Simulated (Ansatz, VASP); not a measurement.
**BeTe: VASP beside Ansatz**

Contents of INCAR:

```
  PREC = Accurate
  ENCUT = 520
  EDIFF = 1E-6
  ISMEAR = -1
  SIGMA = 0.04
  LREAL = False
  LASPH = True
  NELM = 60
  ALGO = Normal
  ISIF = 2
  LWAVE = False
  LCHARG = False
  GGA = PE
  NBANDS = 11
```

KPOINTS

```
Automatic mesh
0
Gamma
  5 5 5
```

Contents of POSCAR:

```
BeTe
1.0
    0.0000000000      2.7700000000      2.7700000000
    2.7700000000      0.0000000000      2.7700000000
    2.7700000000      2.7700000000      0.0000000000
Te Be
1 1
Direct
    0.7500000000      0.7500000000      0.7500000000
    0.0000000000      0.0000000000      0.0000000000
```

Contents of input.yaml:

```yaml
crystal:
  lattice:
    - [0.0, 2.77, 2.77]
    - [2.77, 0.0, 2.77]
    - [2.77, 2.77, 0.0]
  atoms:
    - { symbol: Te, position: [0.75, 0.75, 0.75] }
    - { symbol: Be, position: [0.0, 0.0, 0.0] }
kpoints:
  mp_grid: { grid: [5, 5, 5] }
scf:
  occupations: { method: fermi_dirac, width: 0.04 }
hamiltonian:
  xc: pbe
  pseudopotentials: { kind: all_electron, lapw: { basis_error: 0.002 } }
output:
  forces: true
  stress: true
  eigenvalues: true
```

Alike in both runs: task single point; functional PBE; k mesh 5 × 5 × 5; occupations fermi-dirac, width 0.04 eV; no spin polarisation.

|  | VASP | Ansatz |
| --- | --- | --- |
| version | VASP 6.6.1 | Ansatz 0.2.0 |
| potentials or method | VASP PAW PBE potentials, release 64 (Te, Be), cutoff 520 eV | all-electron LAPW, scalar-relativistic |

Ansatz gave:

| Item | Value |
| --- | --- |
| gap on the k mesh at the Fermi level (eV) | 1.98 |
| least direct gap on the mesh (eV) | 3.58 |
| pressure (GPa) | 4.4 |

Question: Which values does VASP return?

Answer: gap on the k mesh at the Fermi level (eV): 1.96; least direct gap on the mesh (eV): 3.56; pressure (GPa): 4.6.

Ansatz ran all-electron here, and VASP with PAW potentials.

Spin-orbit coupling is off throughout.
